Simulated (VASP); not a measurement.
Wanted: the native input for a VASP 6.6.1 run.

```yaml
Task: single point
Functional: r2SCAN
Potentials_or_basis: VASP PAW PBE potentials, release 64 (Gd, O)
Cutoff: 520 eV
k_mesh: 9 × 9 × 9
Occupations: fermi-dirac, width 0.05 eV
Spin: collinear spin, ferromagnetic start
Starting_moments: "[7.0, 0.0] μB"
Hubbard_terms: Gd f U = 8.0 eV
Dipole_correction: no
Further_INCAR_settings: ALGO = Normal; EDIFF = 1e-06; NBANDS = 23
```

Crystal: GdO.

```
Gd O
1.0
     2.80181    0.00000    0.00000
     0.00000    2.80181    0.00000
     0.00000    0.00000    2.80181
Gd O
1 1
Direct
  0.00000 0.00000 0.00000
  0.50000 0.50000 0.50000
```

These files were run (other wordings do the same):

POSCAR

```
GdO
1.0
    2.8018137600      0.0000000000      0.0000000000
    0.0000000000      2.8018137600      0.0000000000
    0.0000000000      0.0000000000      2.8018137600
Gd O
1 1
Direct
    0.0000000000      0.0000000000      0.0000000000
    0.5000000000      0.5000000000      0.5000000000
```

INCAR.step1

```
SYSTEM = GdO
PREC = Accurate ; ENCUT = 520
ISMEAR = -1 ; SIGMA = 0.05
LREAL = .False. ; LASPH = .True.
NELM = 150 ; ISPIN = 2
MAGMOM = 7 0 ; LMAXMIX = 6
LDAU = .True. ; LDAUTYPE = 2
LDAUL = 3 -1 ; LDAUU = 8 0
LDAUJ = 0 0 ; NBANDS = 23
GGA = PE ; ALGO = Normal
EDIFF = 1E-4 ; LWAVE = .True.
LCHARG = .False.
```

INCAR.step2

```
SYSTEM = GdO
PREC = Accurate ; ENCUT = 520
EDIFF = 1E-6 ; ISMEAR = -1
SIGMA = 0.05 ; LREAL = .False.
LASPH = .True. ; NELM = 150
ALGO = Normal ; ISIF = 2
LWAVE = .False. ; LCHARG = .False.
ISPIN = 2 ; MAGMOM = 7 0
LORBIT = 11 ; LMAXMIX = 6
LDAU = .True. ; LDAUTYPE = 2
LDAUL = 3 -1 ; LDAUU = 8 0
LDAUJ = 0 0 ; LDAUPRINT = 1
METAGGA = R2SCAN ; LMIXTAU = .True.
NBANDS = 23 ; ISTART = 1
```

KPOINTS

```
Automatic mesh
0
Gamma
  9 9 9
  0 0 0
```

Potentials or basis: VASP PAW PBE potentials, release 64 (Gd, O).

Launch:

```console
$ cat potpaw_PBE.64/Gd/POTCAR potpaw_PBE.64/O/POTCAR > POTCAR
$ cp INCAR.step1 INCAR
$ mpirun -np 1 vasp_std > vasp.out
$ cp INCAR.step2 INCAR
$ mpirun -np 1 vasp_std > vasp.out
```

Results of the run:

- Pressure: 53.4 GPa
- Net moment: 7.61 μB per cell
- Site moments: Gd +7.19; O -0.06 μB
- Valence electrons inside the program's atomic spheres: Gd 15.65; O 5.12

Caveat: the PAW data sets were made with another functional, which shifts forces and pressure a little; a cell with one magnetic atom can't hold antiferromagnetic order, which such compounds often take.

It took 67 s on 1 thread of Intel(R) Xeon(R) 6975P-C (Granite Rapids), with other jobs on the host, peak memory 0.18 GiB.
